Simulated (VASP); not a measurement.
Write the native input for VASP 6.6.1 that does the following.

| Property | Result |
| --- | --- |
| Task | single point |
| Functional | PBE |
| Potentials or basis | VASP PAW PBE potentials, release 64 (K_sv, Rb_sv) |
| Cutoff | 520 eV |
| k mesh | 6 × 6 × 1 |
| Occupations | gaussian, width 0.1 eV |
| Spin | no spin polarisation |
| Dipole correction | yes |
| Further INCAR settings | ALGO = Normal; EDIFF = 1e-07; NBANDS = 30 |

The structure of K2Rb3 lies in POSCAR:

```
K2Rb3
1.0
    5.0451515214     -0.0000003299      0.0000000000
   -2.5225754750      4.3692295484      0.0000000000
    0.0000000000      0.0000000000     50.9078751029
K Rb
2 3
Direct
    0.6666666667      0.3333333333      0.3288484213
    0.3333333333      0.6666666667      0.1818780615
    0.3333333333      0.6666666667      0.4009999450
    1.0000000000      0.0000000000      0.2553632414
    0.6666666667      0.3333333333      0.1097265379
```

The cell was generated, and may not be a known phase.

One way to write it, as run:

INCAR

```
SYSTEM = K2Rb3
  PREC = Accurate
  ENCUT = 520
  EDIFF = 1E-7
  ISMEAR = 0
  SIGMA = 0.1
  LREAL = .False.
  LASPH = .True.
  NELM = 80
  ALGO = Normal
  ISIF = 2
  LWAVE = .False.
  LCHARG = .False.
  LDIPOL = .True.
  IDIPOL = 3
  DIPOL = 0.5 0.5 0.255
  GGA = PE
  NBANDS = 30
```

KPOINTS

```
Automatic mesh
0
Gamma
  6 6 1
  0 0 0
```

Potentials or basis: VASP PAW PBE potentials, release 64 (K_sv, Rb_sv).

Launch:

```bash
$ cat potpaw_PBE.64/K_sv/POTCAR potpaw_PBE.64/Rb_sv/POTCAR > POTCAR
$ mpirun -np 1 vasp_std > vasp.out
```

Results of the run:

| Quantity | Value |
| --- | --- |
| Largest force | 0.021 eV/Å |
| Band gap on the k mesh | zero (an odd number of electrons rules out a gap without spin polarisation) |

It took 12 min on 1 thread of Intel(R) Xeon(R) Platinum 8488C (Sapphire Rapids), with other jobs on the host, peak memory 1.1 GiB.
